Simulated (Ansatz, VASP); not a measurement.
# One calculation of KZnF3, two programs

```
CELL_PARAMETERS angstrom
4.05000 0.03544 0.00000
0.03544 4.05000 0.00000
0.00000 0.00000 4.05000
ATOMIC_POSITIONS crystal
K 0.00000 0.00000 0.00000
Zn 0.50000 0.50000 0.50000
F 0.50000 0.50000 0.00000
F 0.00000 0.50000 0.50000
F 0.50000 0.00000 0.50000
```

Change from the starting cell: strain +0.0175 x Voigt [0, 0, 0, 0, 0, 1], atoms carried along.

Alike in both runs: task single point; functional r2SCAN; k mesh 6 × 6 × 6; occupations gaussian, width 0.05 eV; no spin polarisation.

|  | VASP | Ansatz |
| --- | --- | --- |
| version | VASP 6.6.1 | Ansatz 0.2.0 |
| potentials or method | VASP PAW PBE potentials, release 64 (K_sv, Zn, F), cutoff 520 eV | scalar-relativistic, plane waves, PAW |
| valence electrons in the cell | 42 | 42 |

|  | VASP | Ansatz | Ansatz less VASP |
| --- | --- | --- | --- |
| gap on the k mesh at the Fermi level (eV) | 4.58 | 4.63 | +0.051 |
| least direct gap on the mesh (eV) | 6.53 | 6.55 | +0.024 |
| pressure (GPa) | 0.0 | -0.2 | -0.26 |
| traceless stress, the component that is largest in VASP (GPa) | -0.66 | -0.64 | +0.014 |

VASP's potentials were made for PBE, not for r2SCAN. With one functional, cell and mesh, what is left measures potentials, basis and numerics.
